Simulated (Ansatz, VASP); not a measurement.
# HfBe2Si2 in VASP and in Ansatz

```xyz
5
Lattice="3.9431 0.0000 0.0000 -1.9715 3.4148 0.0000 0.0000 0.0000 6.9829" Properties=species:S:1:pos:R:3 pbc="T T T"
Hf    0.0000    0.0000    0.0000
Be    0.0000    0.0000    2.4998
Be    0.0000    0.0000    4.4831
Si    0.0000    2.2765    3.4915
Si    1.9715    1.1383    3.4915
```

Alike in both runs: functional PBE; k mesh 6 × 6 × 4; occupations gaussian, width 0.1 eV; no spin polarisation.

Ansatz relaxed the structure, and its values are those at the end. VASP's run is a single point on that final structure, the one shown.

|  | VASP | Ansatz |
| --- | --- | --- |
| version | VASP 6.6.1 | Ansatz 0.2.0 |
| potentials or method | VASP PAW PBE potentials, release 64 (Hf_pv, Be, Si), cutoff 520 eV | scalar-relativistic, plane waves, PAW |
| valence electrons in the cell | 22 | 38 |

|  | VASP | Ansatz | Ansatz less VASP |
| --- | --- | --- | --- |
| gap on the k mesh at the Fermi level (eV) | none | none | - |
| pressure (GPa) | 0.1 | 0.2 | +0.08 |
| rms of the force components (eV/Å) | 0.004 | 0.002 | -0.0016 |

A gap of «none» marks a metal or a gap that the smearing closes. The functional is the same, so the differences come from potentials, cutoffs and numerics. VASP's potentials hold 22 valence electrons a cell and Ansatz's 38, so a difference there can come from the potentials and not from the codes.

Spin-orbit coupling is off throughout.
